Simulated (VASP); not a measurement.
# Be2Hg (I4/mmm) in VASP: notebook

Be2Hg is run at these levels: PBE; tasks: single point, relaxation of cell and atoms.

Everything below comes from runs of VASP 6.6.1. Logs are shortened: lines on timing, memory, paths and dates and some standing lists are left out, and cuts for length are marked.

## (1) The cell of the first run

Symmetry: I4/mmm, No. 139, tetragonal system. The conventional cell has a = 4.188 Å, b = 4.188 Å, c = 5.078 Å, α = 90.00°, β = 90.00°, γ = 90.00°. Be (site symmetry -4m2) has 4 Hg at 2.45 Å and 6 Be at 2.54 to 2.96 Å within 3.2 Å. Hg (site symmetry 4/mmm) has 8 Be at 2.45 Å within 3.2 Å.

## (2) Single point, PBE

The input, INCAR:

```
SYSTEM = Be2Hg
ALGO = Fast
EDIFF = 1E-6
ENCUT = 520
GGA = PE
ISIF = 2
ISMEAR = 0
LASPH = .TRUE.
LCHARG = .FALSE.
LREAL = .FALSE.
LWAVE = .FALSE.
NBANDS = 15
NELM = 80
PREC = Accurate
SIGMA = 0.1
```

The input, KPOINTS:

```
k-points
0
G
  16 16 16
  0 0 0
```

The input, POSCAR:

```
Be2Hg
1.0
   -2.0940622024      2.0940622024      2.5391904941
    2.0940622024     -2.0940622024      2.5391904941
    2.0940622024      2.0940622024     -2.5391904941
Be Hg
2 1
Direct
    0.7500000000      0.2500000000      0.5000000000
    0.2500000000      0.7500000000      0.5000000000
    0.0000000000      0.0000000000      0.0000000000
```

Potentials or basis: VASP PAW PBE potentials, release 64 (Be, Hg).

The run is started by

```console
> cat potpaw_PBE.64/Be/POTCAR potpaw_PBE.64/Hg/POTCAR > POTCAR
> mpirun -np 1 vasp_std > vasp.out
```

OUTCAR:

```text
SYSTEM = Be2Hg
   EDIFF = 1E-6
   ENCUT = 520
   GGA = PE
   ISIF = 2
   ISMEAR = 0
   LASPH = .TRUE.
   LREAL = .FALSE.
   NELM = 80
   PREC = Accurate

 ion  position               nearest neighbor table
   1  0.750  0.250  0.500-   3 2.45   3 2.45   3 2.45   3 2.45
   2  0.250  0.750  0.500-   3 2.45   3 2.45   3 2.45   3 2.45
   3  0.000  0.000  0.000-   1 2.45   2 2.45   1 2.45   2 2.45   1 2.45   2 2.45   1 2.45   2 2.45

  LATTYP: Found a body centered tetragonal cell.
 ALAT       =     4.1881244048
 C/A-ratio  =     1.2125668909

  Lattice vectors:

 A1 = (  -2.0940622024,   2.0940622024,   2.5391904941)
 A2 = (   2.0940622024,  -2.0940622024,   2.5391904941)
 A3 = (   2.0940622024,   2.0940622024,  -2.5391904941)

Analysis of symmetry for initial positions (statically):
=====================================================================
 Subroutine PRICEL returns:
 Original cell was already a primitive cell.

 Routine SETGRP: Setting up the symmetry group for a
 body centered tetragonal supercell.

 Subroutine GETGRP returns: Found 16 space group operations
 (whereof 16 operations were pure point group operations)
 out of a pool of 16 trial point group operations.

The static configuration has the point symmetry D_4h.

Analysis of symmetry for dynamics (positions and initial velocities):
=====================================================================
 Subroutine PRICEL returns:
 Original cell was already a primitive cell.

 Routine SETGRP: Setting up the symmetry group for a
 body centered tetragonal supercell.

 Subroutine GETGRP returns: Found 16 space group operations
 (whereof 16 operations were pure point group operations)
 out of a pool of 16 trial point group operations.

The dynamic configuration has the point symmetry D_4h.

 Subroutine INISYM returns: Found 16 space group operations
 (whereof 16 operations are pure point group operations),
 and found     1 'primitive' translations

----------------------------------------------------------------------------------------

                                     Primitive cell

  volume of cell :      44.5384

  direct lattice vectors                    reciprocal lattice vectors
    -2.094062202  2.094062202  2.539190494     0.000000000  0.238770367  0.196913151
     2.094062202 -2.094062202  2.539190494     0.238770367  0.000000000  0.196913151
     2.094062202  2.094062202 -2.539190494     0.238770367  0.238770367  0.000000000

  length of vectors
     3.900984668  3.900984668  3.900984668     0.309493258  0.309493258  0.337672291

  position of ions in fractional coordinates (direct lattice)
     0.750000000  0.250000000  0.500000000
     0.250000000  0.750000000  0.500000000
     0.000000000  0.000000000  0.000000000

  ion indices of the primitive-cell ions
   primitive index   ion index
                 1           1
                 2           2
                 3           3

----------------------------------------------------------------------------------------

 KPOINTS: k-points

Automatic generation of k-mesh.
 Grid dimensions read from file:
 generate k-points for:   16   16   16

 Generating k-lattice:

  Cartesian coordinates                     Fractional coordinates (reciprocal lattice)
     0.000000000  0.014923148  0.012307072     0.062500000  0.000000000  0.000000000
     0.014923148  0.000000000  0.012307072     0.000000000  0.062500000  0.000000000
     0.014923148  0.014923148  0.000000000     0.000000000  0.000000000  0.062500000

  Length of vectors
     0.019343329  0.019343329  0.021104518

  Shift w.r.t. Gamma in fractional coordinates (k-lattice)
     0.000000000  0.000000000  0.000000000

 Subroutine IBZKPT returns following result:
 ===========================================

 Found    349 irreducible k-points:

 Following reciprocal coordinates:
            Coordinates               Weight
  0.000000  0.000000  0.000000      1.000000
  0.062500  0.000000  0.000000      8.000000
  0.125000  0.000000  0.000000      8.000000
  0.187500  0.000000  0.000000      8.000000
  0.250000  0.000000  0.000000      8.000000
  0.312500  0.000000 -0.000000      8.000000
[... 16 lines left out ...]
 -0.125000  0.062500  0.000000     16.000000
 -0.062500  0.062500  0.000000      4.000000
 [... further k-points ...]
   k-points           NKPTS =    349   k-points in BZ     NKDIM =    349   number of bands    NBANDS=     15
   number of dos      NEDOS =    301   number of ions     NIONS =      3
   total plane-waves  NPLWV =  27000
   dimension x,y,z NGX =    30 NGY =   30 NGZ =   30
   dimension x,y,z NGXF=    60 NGYF=   60 NGZF=   60
   ions per type =               2   1
   NGX,Y,Z   is equivalent  to a cutoff of  12.78, 12.78, 12.78 a.u.
   NGXF,Y,Z  is equivalent  to a cutoff of  25.57, 25.57, 25.57 a.u.
 SYSTEM =  Be2Hg
   PREC   = accura    normal or accurate (medium, high low for compatibility)
   ISTART =      0    job   : 0-new  1-cont  2-samecut
   ICHARG =      2    charge: 1-file 2-atom 10-const
   ISPIN  =      1    spin polarized calculation?
   LNONCOLLINEAR =      F non collinear calculations
   LSORBIT =      F    spin-orbit coupling
   LASPH  =      T    aspherical Exc in radial PAW
   ENCUT  =  520.0 eV  38.22 Ry    6.18 a.u.   7.25  7.25  7.25*2*pi/ulx,y,z
   NELM   =     80;   NELMIN=  2; NELMDL= -5     # of ELM steps
   EDIFF  = 0.1E-05   stopping-criterion for ELM
   LREAL  =      F    real-space projection
[... 7 lines left out ...]
   TEBEG  =    0.0;   TEEND  =   0.0 temperature during run
   PSTRESS=    0.0 pullay stress
   NELECT =      16.0000    total number of electrons
   NUPDOWN=      -1.0000    fix difference up-down
   EMIN   =  10.00;   EMAX   =-10.00  energy-range for DOS
   EFERMI =   0.00;   METHOD = LEGACY
   ISMEAR =     0;   SIGMA  =   0.10  broadening in eV -4-tet -1-fermi 0-gaus
   EFERMI_NEDOS =   21; number of points for ismear=-14 and -15
   IALGO  =     68    algorithm
   IMIX   =      4    mixing-type and parameters
     AMIX     =   0.40;   BMIX     =  1.00
     AMIX_MAG =   1.60;   BMIX_MAG =  1.00
  volume/ion in A,a.u.               =      14.85       100.19
  Fermi-wavevector in a.u.,A,eV,Ry     =   1.163778  2.199221 18.427437  1.354378
  Thomas-Fermi vector in A             =   2.300323
   LORBIT       =      0    0 simple, 1 ext, 2 COOP (PROOUT), +10 PAW based schemes
   GGA     = PE    functional components
   LHFCALC =     F    Hartree Fock is set to
   AEXX    =    0.0000 exact exchange contribution
   IVDW    =     0    specifies the selected vdW correction
   LEPSILON=     F    determine dielectric tensor
   LRPA    =     F    only Hartree local field effects (RPA)
 non-spin polarized calculation
 RMM-DIIS sequential band-by-band and
 Gauss-broadening in eV      SIGMA  =   0.10
  energy-cutoff  :      520.00
  volume of cell :       44.54
 maximum number of plane-waves:      1220
 NGX is ok and might be reduce to    30
   NGX = 15   NGY = 15   NGZ = 15

 number of electron      15.9999998 magnetization

 Free energy of the ion-electron system (eV)
  ---------------------------------------------------
  ext. energy  EPLUGINS =         0.00000000
  ---------------------------------------------------
  free energy    TOTEN  =        -6.07063403 eV

  energy without entropy =       -6.06635821  energy(sigma->0) =       -6.06849612

 E-fermi :   3.7342     XC(G=0): -10.2461

 val. band max:        3.7331588646   @ k =  -0.2500   0.3125   0.2500
 cond. band min:       3.7421802171   @ k =   0.3750   0.1250   0.1250
 fundamental gap:      0.0090213525
 Fermi energy:         3.7341786258

 k-point     1 :       0.0000    0.0000    0.0000
  band No.  band energies     occupation
      1      -6.0060      2.00000
      2      -4.7324      2.00000
      3      -4.7182      2.00000
      4      -4.7182      2.00000
      5      -4.1208      2.00000
      6      -3.8677      2.00000
      7       6.8575      0.00000
      8       7.7500      0.00000
      9       7.7500      0.00000
     10       8.6864      0.00000
     11       8.6864      0.00000
     12       9.5066      0.00000
     13       9.7687      0.00000
     14      10.3937      0.00000
     15      10.3937      0.00000

 k-point     2 :       0.0625    0.0000    0.0000
  band No.  band energies     occupation
      1      -5.9534      2.00000
      2      -4.7313      2.00000
      3      -4.7085      2.00000
      4      -4.7075      2.00000
      5      -4.1199      2.00000
      6      -3.8712      2.00000
      7       6.4172      0.00000
      8       7.4828      0.00000
      9       7.6639      0.00000
     10       8.3062      0.00000
     11       8.7050      0.00000
     12       9.5724      0.00000
     13      10.1041      0.00000
     14      10.5936      0.00000
     15      10.6588      0.00000

 k-point     3 :       0.1250    0.0000    0.0000
  band No.  band energies     occupation
      1      -5.8008      2.00000
      2      -4.7304      2.00000
      3      -4.6793      2.00000
      4      -4.6734      2.00000
      5      -4.1142      2.00000
      6      -3.8803      2.00000
      7       5.3557      0.00000
      8       6.9326      0.00000
      9       7.1863      0.00000
     10       8.1771      0.00000
     11       8.6597      0.00000
     12       9.6410      0.00000
     13      10.5450      0.00000
     14      11.0244      0.00000
     15      11.3215      0.00000

 k-point     4 :       0.1875    0.0000    0.0000
  band No.  band energies     occupation
      1      -5.5698      2.00000
      2      -4.7105      2.00000
      3      -4.6444      2.00000
      4      -4.6143      2.00000
      5      -4.0956      2.00000
      6      -3.8902      2.00000
      7       4.0524      0.00001
      8       6.3301      0.00000
      9       6.7043      0.00000
     10       8.1188      0.00000
     11       8.5456      0.00000
     12       9.6893      0.00000
     13      11.0158      0.00000
     14      11.5053      0.00000
     15      12.2008      0.00000
[... 307 lines left out ...]
 k-point    22 :      -0.1875    0.0625   -0.0000
  band No.  band energies     occupation
      1      -5.6202      2.00000
      2      -4.7164      2.00000
      3      -4.6553      2.00000
      4      -4.6152      2.00000
      5      -4.1206      2.00000
      6      -3.8852      2.00000
      7       4.4617      0.00000
      8       6.0575      0.00000
      9       6.7809      0.00000
     10       8.2291      0.00000
     11       8.6873      0.00000
     12       9.7232      0.00000
     13      10.6242      0.00000
     14      11.6886      0.00000
     15      12.0000      0.00000

 k-point    23 :      -0.1250    0.0625    0.0000
  band No.  band energies     occupation
      1      -5.8255      2.00000
      2      -4.7262      2.00000
      3      -4.6946      2.00000
      4      -4.6622      2.00000
      5      -4.1282      2.00000
      6      -3.8767      2.00000
      7       5.5873      0.00000
      8       6.6550      0.00000
      9       7.3391      0.00000
     10       8.2897      0.00000
     11       8.6471      0.00000
     12       9.7500      0.00000
     13      10.1872      0.00000
     14      11.2139      0.00000
     15      11.2223      0.00000

 k-point    24 :      -0.0625    0.0625    0.0000
  band No.  band energies     occupation
      1      -5.9409      2.00000
      2      -4.7226      2.00000
      3      -4.7192      2.00000
      4      -4.6945      2.00000
      5      -4.1255      2.00000
      6      -3.8712      2.00000
      7       6.2784      0.00000
      8       7.2666      0.00000
      9       7.8931      0.00000
     10       8.1996      0.00000
     11       8.5825      0.00000
     12       9.6798      0.00000
     13      10.1598      0.00000
     14      10.6465      0.00000
     15      10.6966      0.00000

 [... further k-points ...]

------------------------ aborting loop because EDIFF is reached ----------------------------------------

  FORCE on cell =-STRESS in cart. coord.  units (eV):
  Direction    XX          YY          ZZ          XY          YZ          ZX
  --------------------------------------------------------------------------------------
  -------------------------------------------------------------------------------------
  Total        0.0504549      0.0504549      0.0663544      0.0000000     -0.0000000      0.0000000
  in kB        1.8150113      1.8150113      2.3869638      0.0000000     -0.0000000      0.0000000
  external PRESSURE =       2.0056621 kB  Pullay stress =       0.0000000 kB

 VOLUME and BASIS-vectors are now :
 -----------------------------------------------------------------------------
  energy-cutoff  :      520.00
  volume of cell :       44.54
      direct lattice vectors                 reciprocal lattice vectors
    -2.094062202  2.094062202  2.539190494     0.000000000  0.238770367  0.196913151
     2.094062202 -2.094062202  2.539190494     0.238770367  0.000000000  0.196913151
     2.094062202  2.094062202 -2.539190494     0.238770367  0.238770367  0.000000000

 POSITION                                       TOTAL-FORCE (eV/Angst)
 -----------------------------------------------------------------------------------
      0.00000      2.09406      1.26960         0.000000      0.000000      0.000000
      2.09406      0.00000      1.26960        -0.000000      0.000000     -0.000000
      0.00000      0.00000      0.00000        -0.000000     -0.000000      0.000000
 -----------------------------------------------------------------------------------
    total drift:                               -0.000000      0.000000      0.000000

  FREE ENERGIE OF THE ION-ELECTRON SYSTEM (eV)
  ---------------------------------------------------
  free  energy   TOTEN  =        -6.0706340296 eV

  energy  without entropy=       -6.0663582070  energy(sigma->0) =       -6.06849612
```

Wall time 94 s (1 thread of Intel Xeon 6975P-C (Granite Rapids), shared host); peak memory 0.35 GiB.

What came out:

```
Free energy            : -6.0706 eV
Pressure               : 0.2 GPa
Band gap on the k mesh : zero (bands 8 and 9 overlap by 6.03 eV)
```

Caveat: spin-orbit coupling is left out, which moves the levels of the heavy elements.

## (3) Relaxation of cell and atoms, PBE

This run uses another cell than the first one, of 14.92 Å³/atom.

The input, INCAR:

```
SYSTEM = Be2Hg
PREC = Accurate
ENCUT = 600
EDIFF = 1E-6
ISMEAR = 0
SIGMA = 0.1
LREAL = .FALSE.
LASPH = .TRUE.
NELM = 80
ALGO = Fast
ISIF = 3
LWAVE = .FALSE.
LCHARG = .FALSE.
GGA = PE
IBRION = 2
NSW = 100
EDIFFG = -0.01
```

The input, KPOINTS:

```
Automatic mesh
0
G
  16 16 16
  0 0 0
```

The input, POSCAR:

```
Be2Hg
1.0
   -2.0597068398      2.0597068398      2.6383076979
    2.0597068398     -2.0597068398      2.6383076979
    2.0597068398      2.0597068398     -2.6383076979
Be Hg
2 1
Direct
    0.7500000000      0.2500000000      0.5000000000
    0.2500000000      0.7500000000      0.5000000000
    0.0000000000      0.0000000000      0.0000000000
```

Potentials or basis: VASP PAW PBE potentials, release 64 (Be, Hg).

The run is started by

```console
> cat potpaw_PBE.64/Be/POTCAR potpaw_PBE.64/Hg/POTCAR > POTCAR
> mpirun -np 1 vasp_std > vasp.out
```

It took 4.7 min on 1 thread of Intel Xeon 6975P-C (Granite Rapids), shared host; peak memory 0.4 GiB.

Results (log left out):

```
Free energy                           : -6.0707 eV
Relaxed volume                        : 14.89 Å³/atom
Relaxed cell                          : a = 3.906 Å, b = 3.906 Å, c = 3.906 Å, α = 115.13°, β = 115.13°, γ = 98.66°
Space group after relaxing (to 0.1 Å) : I4/mmm (No. 139)
Energy gained by relaxing             : 1.3 meV/atom
Ionic steps                           : 11
Pressure after relaxing               : 0.0 GPa
Band gap on the k mesh                : zero (bands 8 and 9 overlap by 6.02 eV)
```

Step by step:
| step | energy change (eV) | largest force (eV/Å) | pressure (GPa) | volume (Å³) |
| --- | --- | --- | --- | --- |
| 1 | 0.0000 | 0.0000 | 0.01 | 44.77 |
| 2 | -0.0002 | 0.0000 | -0.01 | 44.78 |
| 3 | -0.0008 | 0.0000 | -0.06 | 44.81 |
| 4 | -0.0019 | 0.0000 | -0.23 | 44.85 |
| 5 | -0.0034 | 0.0000 | -0.49 | 44.93 |
| 6 | -0.0035 | 0.0000 | -0.39 | 44.88 |
| 7 | -0.0037 | 0.0000 | -0.16 | 44.76 |
| 8 | -0.0037 | 0.0000 | -0.17 | 44.75 |
| 9 | -0.0037 | 0.0000 | -0.16 | 44.74 |
| 10 | -0.0038 | 0.0000 | -0.12 | 44.72 |
| 11 | -0.0038 | 0.0000 | -0.03 | 44.68 |

Final structure:
```
Be Hg
1.0
    -2.09487    2.09487    2.54545
     2.09487   -2.09487    2.54545
     2.09487    2.09487   -2.54545
Be Hg
2 1
Direct
  0.75000 0.25000 0.50000
  0.25000 0.75000 0.50000
  0.00000 0.00000 0.00000
```

Levels at points of the mesh, in eV from the Fermi level:
```tsv
k point	band 4	band 5	band 6	band 7	band 8	band 9	band 10	band 11	band 12
(0.00, 0.00, 0.00)	-8.44	-7.84	-7.60	3.13	4.02	4.02	4.93	4.93	5.74
(0.50, 0.00, 0.00)	-7.68	-7.59	-6.21	-5.03	0.85	1.79	4.01	4.37	6.12
(0.50, 0.50, 0.00)	-7.69	-7.57	-5.68	-4.77	-1.44	-0.57	4.12	4.45	7.99
(0.50, 0.50, 0.50)	-7.78	-7.54	-4.78	-3.08	-1.99	-1.99	2.16	2.83	9.10
```

Caveat: spin-orbit coupling is left out, which moves the levels of the heavy elements.

The gap in the log of VASP goes by the Fermi energy; the results here count the filled bands.